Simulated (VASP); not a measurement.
# SiC (P4_2/ncm) in VASP: notebook, part 2 of 2

VASP 6.6.1. Earlier steps stand in the parts before.

### Step 3. Single point, PBE

This run uses another cell than the first one, of 12.42 Å³/atom.

Input file INCAR:

```
ALGO = Normal
EDIFF = 1E-6
ENCUT = 520
GGA = PE
ISIF = 2
ISMEAR = 0
LASPH = T
LCHARG = F
LREAL = Auto
LWAVE = F
NBANDS = 46
NELM = 100
PREC = Accurate
SIGMA = 0.1
```

Input file KPOINTS:

```
k-points
0
Gamma
  4 4 4
```

Input file POSCAR:

```
SiC
1.0
    6.1952854855      0.0000000000      0.0000000000
    0.0000000000      6.1952854855      0.0000000000
    0.0000000000      0.0000000000      5.1770999886
Si C
8 8
Direct
    0.6408771032      0.8591228968      0.9233491070
    0.6408771032      0.1408771032      0.4233491070
    0.3591228968      0.8591228968      0.4233491070
    0.3591228968      0.1408771032      0.9233491070
    0.1408771032      0.3591228968      0.5766508930
    0.8591228968      0.6408771032      0.5766508930
    0.1408771032      0.6408771032      0.0766508930
    0.8591228968      0.3591228968      0.0766508930
    0.6485047835      0.8514952165      0.5493599105
    0.3514952165      0.1485047835      0.5493599105
    0.6485047835      0.1485047835      0.0493599105
    0.3514952165      0.8514952165      0.0493599105
    0.1485047835      0.3514952165      0.9506400895
    0.1485047835      0.6485047835      0.4506400895
    0.8514952165      0.3514952165      0.4506400895
    0.8514952165      0.6485047835      0.9506400895
```

Potentials or basis: VASP PAW PBE potentials, release 64 (Si, C).

Launch:

```
$ cat potpaw_PBE.64/Si/POTCAR potpaw_PBE.64/C/POTCAR > POTCAR
$ mpirun -np 1 vasp_std > vasp.out
```

OUTCAR:

```text
EDIFF = 1E-6
   ENCUT = 520
   GGA = PE
   ISIF = 2
   ISMEAR = 0
   LASPH = T
   LREAL = Auto
   NELM = 100
   PREC = Accurate

 ion  position               nearest neighbor table
   1  0.641  0.859  0.923-  16 1.85  12 1.91  11 1.91   9 1.94   4 2.47   6 2.62   2 3.12   3 3.12
                             2 3.12   3 3.12
   2  0.641  0.141  0.423-  15 1.85  10 1.91   9 1.91  11 1.94   3 2.47   8 2.62   4 3.12   1 3.12
                             1 3.12   4 3.12
   3  0.359  0.859  0.423-  14 1.85  10 1.91   9 1.91  12 1.94   2 2.47   7 2.62   4 3.12   1 3.12
                             1 3.12   4 3.12
   4  0.359  0.141  0.923-  13 1.85  12 1.91  11 1.91  10 1.94   1 2.47   5 2.62   3 3.12   2 3.12
                             2 3.12   3 3.12
   5  0.141  0.359  0.577-  10 1.85  14 1.91  15 1.91  13 1.94   6 2.47   4 2.62   7 3.12   8 3.12
                             7 3.12   8 3.12
   6  0.859  0.641  0.577-   9 1.85  14 1.91  15 1.91  16 1.94   5 2.47   1 2.62   7 3.12   8 3.12
                             7 3.12   8 3.12
   7  0.141  0.641  0.077-  12 1.85  13 1.91  16 1.91  14 1.94   8 2.47   3 2.62   6 3.12   5 3.12
                             5 3.12   6 3.12
   8  0.859  0.359  0.077-  11 1.85  13 1.91  16 1.91  15 1.94   7 2.47   2 2.62   6 3.12   5 3.12
                             5 3.12   6 3.12
[... 229 lines left out ...]
      4      -6.3957      2.00000
      5      -5.8974      2.00000
      6      -5.6381      2.00000
[... 835 lines left out ...]
     43      11.6882      0.00000
     44      11.6882      0.00000
 [bands above 44 left out]

------------------------ aborting loop because EDIFF is reached ----------------------------------------

  FORCE on cell =-STRESS in cart. coord.  units (eV):
  Direction    XX          YY          ZZ          XY          YZ          ZX
  --------------------------------------------------------------------------------------
  -------------------------------------------------------------------------------------
  Total        0.0217176      0.0217176     -0.0401092      0.0000000      0.0000000      0.0000000
  in kB        0.1751112      0.1751112     -0.3234036      0.0000000      0.0000000      0.0000000
  external PRESSURE =       0.0089396 kB  Pullay stress =       0.0000000 kB

 VOLUME and BASIS-vectors are now :
 -----------------------------------------------------------------------------
  energy-cutoff  :      520.00
  volume of cell :      198.71
      direct lattice vectors                 reciprocal lattice vectors
     6.195285486  0.000000000  0.000000000     0.161413062  0.000000000  0.000000000
     0.000000000  6.195285486  0.000000000     0.000000000  0.161413062  0.000000000
     0.000000000  0.000000000  5.177099989     0.000000000  0.000000000  0.193158332

 POSITION                                       TOTAL-FORCE (eV/Angst)
 -----------------------------------------------------------------------------------
      3.97042      5.32251      4.78027        -0.009337      0.009337     -0.011410
      3.97042      0.87277      2.19172        -0.009337     -0.009337     -0.011410
      2.22487      5.32251      2.19172         0.009337      0.009337     -0.011410
      2.22487      0.87277      4.78027         0.009337     -0.009337     -0.011410
      0.87277      2.22487      2.98538        -0.009337      0.009337      0.011410
      5.32251      3.97042      2.98538         0.009337     -0.009337      0.011410
[... 8 lines left out ...]
      5.27526      2.17761      2.33301         0.000162      0.000162     -0.008703
      5.27526      4.01767      4.92156         0.000162     -0.000162     -0.008703
 -----------------------------------------------------------------------------------
    total drift:                               -0.000000      0.000000      0.000000

  FREE ENERGIE OF THE ION-ELECTRON SYSTEM (eV)
  ---------------------------------------------------
  free  energy   TOTEN  =      -114.8405799789 eV

  energy  without entropy=     -114.8405799789  energy(sigma->0) =     -114.84057998
```

Run time: 79 s. Hardware: 1 thread of Intel Xeon 6975P-C (Granite Rapids), shared host; peak memory 0.33 GiB.

Results:

* Free energy: -114.8406 eV
* Pressure: 0.0 GPa
* Largest force: 0.017 eV/Å
* Band gap on the k mesh: 2.81 eV (least direct gap 3.00 eV)

Forces on the atoms (eV/Å):
```
Si  -0.009  0.009 -0.011
Si  -0.009 -0.009 -0.011
Si   0.009  0.009 -0.011
Si   0.009 -0.009 -0.011
Si  -0.009  0.009  0.011
Si   0.009 -0.009  0.011
Si  -0.009 -0.009  0.011
Si   0.009  0.009  0.011
C    0.000  0.000  0.009
C    0.000  0.000  0.009
C    0.000  0.000  0.009
C    0.000  0.000  0.009
C    0.000  0.000 -0.009
C    0.000  0.000 -0.009
C    0.000  0.000 -0.009
C    0.000  0.000 -0.009
```

A k mesh can miss the band edges.
